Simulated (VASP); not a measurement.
A run of VASP 6.6.1 is set up as follows.

File INCAR:

```
PREC     = Accurate       # precision mode
ENCUT    = 600            # plane-wave cutoff, eV
EDIFF    = 1E-6           # SCF threshold, eV
ISMEAR   = -1             # smearing method
SIGMA    = 0.05           # smearing width, eV
LREAL    = F              # projectors in reciprocal space
LASPH    = T              # aspherical terms in the spheres
NELM     = 100            # most SCF steps
ALGO     = Normal         # electronic algorithm
ISIF     = 3              # what is computed and relaxed
LWAVE    = F              # write WAVECAR
LCHARG   = F              # write CHGCAR
GGA      = PS             # functional
IBRION   = 2              # ionic algorithm
NSW      = 100            # ionic steps
EDIFFG   = -0.005         # ionic threshold
```

The input KPOINTS:

```
regular mesh
0
Gamma
  10 10 8
```

File POSCAR:

```
TlAu
1.0
    3.2595077147      0.0000000000      0.0000000000
    0.0000000000      3.2595077147      0.0000000000
    0.0000000000      0.0000000000      4.4329304920
Au Tl
1 1
Direct
    0.0000000000      0.0000000000      0.0000000000
    0.5000000000      0.5000000000      0.5000000000
```

Potentials or basis: VASP PAW PBE potentials, release 64 (Au, Tl_d).

The run is started by

```sh
$ cat potpaw_PBE.64/Au/POTCAR potpaw_PBE.64/Tl_d/POTCAR > POTCAR
$ mpirun -np 1 vasp_std > vasp.out
```

Task: What does it give for the space group after relaxing (to 0.1 Å)?

Result: P4/mmm (No. 123).

Task: Predict the relaxed cell.

Result: a = 3.725 Å, b = 3.725 Å, c = 3.168 Å, α = 90.00°, β = 90.00°, γ = 90.00°.

Task: What does it give for the relaxed volume?

Result: 21.99 Å³/atom.

Step by step:
```csv
step,energy change (eV),largest force (eV/Å),pressure (GPa),volume (Å³)
1,0.0000,0.0000,-3.84,47.10
2,-0.0556,0.0000,0.60,43.35
3,-0.0557,0.0000,0.48,43.43
4,-0.0648,0.0000,0.40,43.49
5,-0.0874,0.0000,0.24,43.62
6,-0.1168,0.0000,0.72,43.56
7,-0.0871,0.0000,3.26,42.09
8,-0.0922,0.0000,2.34,42.61
9,-0.0934,0.0000,1.83,42.92
10,-0.0944,0.0000,0.87,43.53
11,-0.0943,0.0000,0.75,43.62
12,-0.0954,0.0000,0.70,43.65
13,-0.0992,0.0000,0.59,43.71
14,-0.1057,0.0000,0.24,43.82
15,-0.1058,0.0000,0.16,43.85
16,-0.1059,0.0000,0.15,43.84
17,-0.1059,0.0000,0.17,43.83
18,-0.1059,0.0000,0.04,43.94
19,-0.1059,0.0000,0.06,43.91
20,-0.1059,0.0000,0.04,43.93
21,-0.1059,0.0000,-0.03,43.97
```

Caveat: a cell axis changed by over 15 % at a fixed basis, so the end point is rough; the PAW data sets were made with another functional, which shifts forces and pressure a little.
